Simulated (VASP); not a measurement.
# Sb (P6_3/mmc) in VASP: notebook, part 2 of 2

VASP 6.6.1.

## Step 4: Single point, PBEsol

This run uses another cell than the first one, of 21.53 Å³/atom, 0.808 times its volume.

File INCAR:

```
PREC = Accurate
ENCUT = 520
EDIFF = 1E-7
ISMEAR = -1
SIGMA = 0.05
LREAL = False
LASPH = True
NELM = 80
ALGO = Normal
ISIF = 2
LWAVE = False
LCHARG = True
GGA = PS
LELF = True
LVHAR = True
NBANDS = 12
```

File KPOINTS:

```
Automatic mesh
0
Gamma
  9 9 5
```

File POSCAR:

```
Sb
1.0
    3.1304670600      0.0000000000      0.0000000000
   -1.5652335300      2.7110639996      0.0000000000
    0.0000000000      0.0000000000      5.0736904112
Sb
2
Direct
    0.6666666667      0.3333333333      0.7500000000
    0.3333333333      0.6666666667      0.2500000000
```

Potentials or basis: VASP PAW PBE potentials, release 64 (Sb).

Command:

```
> cat potpaw_PBE.64/Sb/POTCAR > POTCAR
> mpirun -np 1 vasp_std > vasp.out
```

OUTCAR:

```text
PREC = Accurate
   ENCUT = 520
   EDIFF = 1E-7
   ISMEAR = -1
   LREAL = False
   LASPH = True
   NELM = 80
   ISIF = 2
   GGA = PS

 ion  position               nearest neighbor table
   1  0.667  0.333  0.750-   2 3.11   2 3.11   2 3.11   2 3.11   2 3.11   2 3.11
   2  0.333  0.667  0.250-   1 3.11   1 3.11   1 3.11   1 3.11   1 3.11   1 3.11

  LATTYP: Found a hexagonal cell.
 ALAT       =     3.1304670600
 C/A-ratio  =     1.6207455035

  Lattice vectors:

 A1 = (   3.1304670600,   0.0000000000,   0.0000000000)
 A2 = (  -1.5652335300,   2.7110639996,   0.0000000000)
 A3 = (   0.0000000000,   0.0000000000,   5.0736904112)

Analysis of symmetry for initial positions (statically):
=====================================================================
 Subroutine PRICEL returns:
 Original cell was already a primitive cell.

 Routine SETGRP: Setting up the symmetry group for a
 hexagonal supercell.

 Subroutine GETGRP returns: Found 24 space group operations
 (whereof 12 operations were pure point group operations)
 out of a pool of 24 trial point group operations.

The static configuration has the point symmetry D_3d.
 The point group associated with its full space group is D_6h.

Analysis of symmetry for dynamics (positions and initial velocities):
=====================================================================
 Subroutine PRICEL returns:
 Original cell was already a primitive cell.

 Routine SETGRP: Setting up the symmetry group for a
 hexagonal supercell.

 Subroutine GETGRP returns: Found 24 space group operations
 (whereof 12 operations were pure point group operations)
 out of a pool of 24 trial point group operations.

The dynamic configuration has the point symmetry D_3d.
 The point group associated with its full space group is D_6h.

 Subroutine INISYM returns: Found 24 space group operations
 (whereof 12 operations are pure point group operations),
 and found     1 'primitive' translations

----------------------------------------------------------------------------------------

                                     Primitive cell

  volume of cell :      43.0599

  direct lattice vectors                    reciprocal lattice vectors
     3.130467060  0.000000000  0.000000000     0.319441151  0.184429434  0.000000000
    -1.565233530  2.711064000  0.000000000     0.000000000  0.368858869  0.000000000
     0.000000000  0.000000000  5.073690411     0.000000000  0.000000000  0.197095195

  length of vectors
     3.130467060  3.130467060  5.073690411     0.368858869  0.368858869  0.197095195

  position of ions in fractional coordinates (direct lattice)
     0.666666667  0.333333333  0.750000000
     0.333333333  0.666666667  0.250000000

  ion indices of the primitive-cell ions
   primitive index   ion index
                 1           1
                 2           2

----------------------------------------------------------------------------------------

 KPOINTS: Automatic mesh

Automatic generation of k-mesh.
 Grid dimensions read from file:
 generate k-points for:    9    9    5

 Generating k-lattice:

  Cartesian coordinates                     Fractional coordinates (reciprocal lattice)
     0.035493461  0.020492159  0.000000000     0.111111111  0.000000000  0.000000000
     0.000000000  0.040984319  0.000000000     0.000000000  0.111111111  0.000000000
     0.000000000  0.000000000  0.039419039     0.000000000  0.000000000  0.200000000

  Length of vectors
     0.040984319  0.040984319  0.039419039

  Shift w.r.t. Gamma in fractional coordinates (k-lattice)
     0.000000000  0.000000000  0.000000000

 Subroutine IBZKPT returns following result:
 ===========================================

 Found     36 irreducible k-points:

 Following reciprocal coordinates:
            Coordinates               Weight
  0.000000  0.000000  0.000000      1.000000
  0.111111 -0.000000  0.000000      6.000000
  0.222222  0.000000  0.000000      6.000000
  0.333333 -0.000000  0.000000      6.000000
  0.444444  0.000000  0.000000      6.000000
  0.111111  0.111111  0.000000      6.000000
[... 16 lines left out ...]
  0.333333  0.222222  0.200000     24.000000
  0.333333  0.333333  0.200000      4.000000
 [... further k-points ...]
   k-points           NKPTS =     36   k-points in BZ     NKDIM =     36   number of bands    NBANDS=     12
   number of dos      NEDOS =    301   number of ions     NIONS =      2
   total plane-waves  NPLWV =  23040
   dimension x,y,z NGX =    24 NGY =   24 NGZ =   40
   dimension x,y,z NGXF=    48 NGYF=   48 NGZF=   80
   ions per type =               2
   NGX,Y,Z   is equivalent  to a cutoff of  12.75, 12.75, 13.11 a.u.
   NGXF,Y,Z  is equivalent  to a cutoff of  25.49, 25.49, 26.21 a.u.
 SYSTEM =  unknown system
   PREC   = accura    normal or accurate (medium, high low for compatibility)
   ISTART =      0    job   : 0-new  1-cont  2-samecut
   ICHARG =      2    charge: 1-file 2-atom 10-const
   ISPIN  =      1    spin polarized calculation?
   LNONCOLLINEAR =      F non collinear calculations
   LSORBIT =      F    spin-orbit coupling
   LASPH  =      T    aspherical Exc in radial PAW
   ENCUT  =  520.0 eV  38.22 Ry    6.18 a.u.   5.82  5.82  9.43*2*pi/ulx,y,z
   NELM   =     80;   NELMIN=  2; NELMDL= -5     # of ELM steps
   EDIFF  = 0.1E-06   stopping-criterion for ELM
   LREAL  =      F    real-space projection
   EDIFFG = 0.1E-05   stopping-criterion for IOM
   NSW    =      0    number of steps for IOM
   IBRION =     -1    ionic relax: 0-MD 1-quasi-New 2-CG
   NFREE  =      0    steps in history (QN), initial steepest desc. (CG)
   ISIF   =      2    stress and relaxation
   ISYM   =      2    0-nonsym 1-usesym 2-fastsym
   POTIM  = 0.5000    time-step for ionic-motion
   TEBEG  =    0.0;   TEEND  =   0.0 temperature during run
   PSTRESS=    0.0 pullay stress
   NELECT =      10.0000    total number of electrons
   NUPDOWN=      -1.0000    fix difference up-down
   EMIN   =  10.00;   EMAX   =-10.00  energy-range for DOS
   EFERMI =   0.00;   METHOD = LEGACY
   ISMEAR =    -1;   SIGMA  =   0.05  broadening in eV -4-tet -1-fermi 0-gaus
   EFERMI_NEDOS =   21; number of points for ismear=-14 and -15
   IALGO  =     38    algorithm
   IMIX   =      4    mixing-type and parameters
     AMIX     =   0.40;   BMIX     =  1.00
     AMIX_MAG =   1.60;   BMIX_MAG =  1.00
  volume/ion in A,a.u.               =      21.53       145.29
  Fermi-wavevector in a.u.,A,eV,Ry     =   1.006276  1.901586 13.777148  1.012592
  Thomas-Fermi vector in A             =   2.139008
   LORBIT       =      0    0 simple, 1 ext, 2 COOP (PROOUT), +10 PAW based schemes
   GGA     = PS    functional components
   LHFCALC =     F    Hartree Fock is set to
   AEXX    =    0.0000 exact exchange contribution
   IVDW    =     0    specifies the selected vdW correction
   LEPSILON=     F    determine dielectric tensor
   LRPA    =     F    only Hartree local field effects (RPA)
 non-spin polarized calculation
  energy-cutoff  :      520.00
  volume of cell :       43.06
 maximum number of plane-waves:      1171
 NGX is ok and might be reduce to    24
   NGX = 11   NGY = 11   NGZ = 19

 number of electron      10.0000001 magnetization

 Free energy of the ion-electron system (eV)
  ---------------------------------------------------
  ext. energy  EPLUGINS =         0.00000000
  ---------------------------------------------------
  free energy    TOTEN  =        -8.21898236 eV

  energy without entropy =       -8.21103562  energy(sigma->0) =       -8.21500899

 E-fermi :  11.5315     XC(G=0): -11.3278

 val. band max:       11.5224557022   @ k =   0.3333  -0.0000   0.0000
 cond. band min:      11.5500577408   @ k =   0.3333  -0.0000   0.4000
 fundamental gap:      0.0276020385
 Fermi energy:        11.5315144030

 k-point     1 :       0.0000    0.0000    0.0000
  band No.  band energies     occupation
      1      -3.3244      2.00000
      2       1.9116      2.00000
      3       4.2090      2.00000
      4      16.2007      0.00000
      5      16.2007      0.00000
      6      18.3215      0.00000
      7      18.3215      0.00000
      8      19.0418      0.00000
      9      20.2746      0.00000
     10      20.7264      0.00000
     11      22.6975      0.00000
     12      22.6975      0.00000
[... 331 lines left out ...]
 k-point    24 :       0.3333    0.3333    0.2000
  band No.  band energies     occupation
      1       3.2110      2.00000
      2       3.2110      2.00000
      3       6.0843      2.00000
      4       7.7240      2.00000
      5       7.7240      2.00000
      6       9.3925      2.00000
      7      12.5300      0.00000
      8      12.5300      0.00000
      9      15.9128      0.00000
     10      23.4785      0.00000
     11      23.4785      0.00000
     12      24.6914      0.00000

 [... further k-points ...]
[... 5 lines left out ...]
  --------------------------------------------------------------------------------------
  -------------------------------------------------------------------------------------
  Total        5.4450781      5.4450781      5.4321138      0.0000000      0.0000000      0.0000000
  in kB      202.6011123    202.6011123    202.1187333      0.0000000      0.0000000      0.0000000
  external PRESSURE =     202.4403193 kB  Pullay stress =       0.0000000 kB

 VOLUME and BASIS-vectors are now :
 -----------------------------------------------------------------------------
  energy-cutoff  :      520.00
  volume of cell :       43.06
      direct lattice vectors                 reciprocal lattice vectors
     3.130467060  0.000000000  0.000000000     0.319441151  0.184429434  0.000000000
    -1.565233530  2.711064000  0.000000000     0.000000000  0.368858869  0.000000000
     0.000000000  0.000000000  5.073690411     0.000000000  0.000000000  0.197095195

 POSITION                                       TOTAL-FORCE (eV/Angst)
 -----------------------------------------------------------------------------------
      1.56523      0.90369      3.80527         0.000000      0.000000      0.000000
     -0.00000      1.80738      1.26842        -0.000000      0.000000      0.000000
 -----------------------------------------------------------------------------------
    total drift:                               -0.000000      0.000000      0.000000

  FREE ENERGIE OF THE ION-ELECTRON SYSTEM (eV)
  ---------------------------------------------------
  free  energy   TOTEN  =        -8.2189823559 eV

  energy  without entropy=       -8.2110356178  energy(sigma->0) =       -8.21500899
```

OSZICAR:

```text
N       E                     dE             d eps       ncg     rms          rms(c)
DAV:   1     0.348095566184E+02    0.34810E+02   -0.37310E+03   864   0.677E+02
DAV:   2    -0.647784995991E+01   -0.41287E+02   -0.39801E+02  1132   0.117E+02
DAV:   3    -0.822406895913E+01   -0.17462E+01   -0.17275E+01  1068   0.254E+01
DAV:   4    -0.823767300166E+01   -0.13604E-01   -0.13601E-01  1016   0.268E+00
DAV:   5    -0.823780895668E+01   -0.13596E-03   -0.13595E-03  1028   0.293E-01    0.362E+00
DAV:   6    -0.822610711669E+01    0.11702E-01   -0.10822E-03  1028   0.165E-01    0.214E+00
DAV:   7    -0.821899569837E+01    0.71114E-02   -0.25657E-03   972   0.249E-01    0.268E-02
DAV:   8    -0.821898436914E+01    0.11329E-04   -0.55867E-05  1048   0.510E-02    0.115E-02
DAV:   9    -0.821898225975E+01    0.21094E-05   -0.19510E-06   980   0.881E-03    0.226E-03
DAV:  10    -0.821898235591E+01   -0.96161E-07   -0.57507E-08   664   0.156E-03
   1 F= -.82189824E+01 E0= -.82150090E+01  d E =-.794674E-02
```

stdout:

```text
POSCAR found type information on POSCAR Sb
 POSCAR found :  1 types and       2 ions
 scaLAPACK will be used
 -----------------------------------------------------------------------------
|                                                                             |
|                                                                             |
|     You enforced a specific xc type in the INCAR file but a different       |
|     I HOPE YOU KNOW WHAT YOU ARE DOING!                                     |
|                                                                             |
 -----------------------------------------------------------------------------

 LDA part: xc-table for (Slater+PW92), standard interpolation
 POSCAR, INCAR and KPOINTS ok, starting setup
 FFT: planning ... GRIDC
 FFT: planning ... GRID_SOFT
 FFT: planning ... GRID
 WAVECAR not read
 entering main loop
```

Wall time 9.3 s (1 thread of AMD EPYC 7R13 (Zen 3), shared host); peak memory 0.13 GiB.

Results:

```yaml
Free_energy: -8.2190 eV
Pressure: 20.2 GPa
Band_gap_on_the_k_mesh: zero (band 5 reaches 16.96 eV, above the bottom of band 6 at 7.99 eV)
```

Caveat: the PAW data sets were made with another functional, which shifts forces and pressure a little; spin-orbit coupling is left out, which moves the levels of the heavy elements.

## Step 5: The runs side by side

```csv
task,level,cell,cutoff (eV),gap on the mesh (eV),pressure (GPa)
relaxation of cell and atoms,BLYP+D4,"relaxed from a = 3.355, b = 3.355, c = 5.470 Å, angles 90.0, 90.0, 120.0°, 2 atoms",600,none,0.0
single point,PBEsol,"a = 3.073, b = 3.073, c = 4.961 Å, angles 90.0, 90.0, 120.0°, 2 atoms",520,none,30.5
single point,PBEsol,"a = 3.130, b = 3.130, c = 5.074 Å, angles 90.0, 90.0, 120.0°, 2 atoms",520,none,20.2
```

Alike in all rows: potentials or basis VASP PAW PBE potentials, release 64 (Sb); no spin polarisation; k mesh 9 × 9 × 5; smearing fermi-dirac 0.05 eV.

Caveats: the PAW data sets were made with another functional, which shifts forces and pressure a little; spin-orbit coupling is left out, which moves the levels of the heavy elements; pairwise dispersion overbinds metals, which lowers pressure and volume (some runs).

Absolute energies hang on the potentials; compare differences alone.
